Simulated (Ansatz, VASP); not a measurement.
**One calculation of MgS, two programs**

INCAR

```
  PREC = Accurate
  ENCUT = 520
  EDIFF = 1E-6
  ISMEAR = 0
  SIGMA = 0.01
  LREAL = F
  LASPH = T
  NELM = 80
  ALGO = Normal
  ISIF = 2
  LWAVE = F
  LCHARG = F
  GGA = CA
  NBANDS = 11
```

KPOINTS

```
Automatic mesh
0
Gamma
  8 8 8
```

The input POSCAR:

```
MgS
1.0
    0.0000000000      2.6015177399      2.6015177399
    2.6015177399      0.0000000000      2.6015177399
    2.6015177399      2.6015177399      0.0000000000
Mg S
1 1
Direct
    0.0000000000      0.0000000000      0.0000000000
    0.5000000000      0.5000000000      0.5000000000
```

Input for Ansatz:

```yaml
crystal:
  lattice:
    - [0.0, 2.6015177399, 2.6015177399]
    - [2.6015177399, 0.0, 2.6015177399]
    - [2.6015177399, 2.6015177399, 0.0]
  atoms:
    - { symbol: Mg, position: [0.0, 0.0, 0.0] }
    - { symbol: S, position: [0.5, 0.5, 0.5] }
kpoints:
  mp_grid: { grid: [8, 8, 8] }
  band_path:
    path:
      - [0.0, 0.0, 0.0]
      - [0.5, 0.0, 0.5]
      - [0.625, 0.25, 0.625]
      - [0.375, 0.375, 0.75]
      - [0.5, 0.5, 0.5]
      - [0.5, 0.25, 0.75]
      - [0.0, 0.5, 0.5]
    npoints: 1
hamiltonian:
  xc: lda
scf:
  occupations: { method: fixed }
  n_extra_bands: 4
output:
  forces: true
  stress: true
  eigenvalues: true
```

Alike in both runs: task single point; functional LDA; k mesh 8 × 8 × 8; no spin polarisation.

```csv
,VASP,Ansatz
version,VASP 6.6.1,Ansatz 0.2.0
potentials or method,"VASP PAW LDA potentials, release 64 (Mg, S)","plane waves, PAW"
plane-wave cutoff (eV),520,420
occupations,"gaussian, width 0.01 eV",fixed
valence electrons in the cell,8,16
```

```tsv
	VASP	Ansatz	Ansatz less VASP
gap on the k mesh at the Fermi level (eV)	2.56	2.56	+0.002
pressure (GPa)	-3.8	-3.3	+0.57
```

LDA's correlation is that of Perdew and Zunger in VASP and of Perdew and Wang (1992) in Ansatz. VASP's potentials hold 8 valence electrons a cell and Ansatz's 16, so a difference there can come from the potentials and not from the codes.
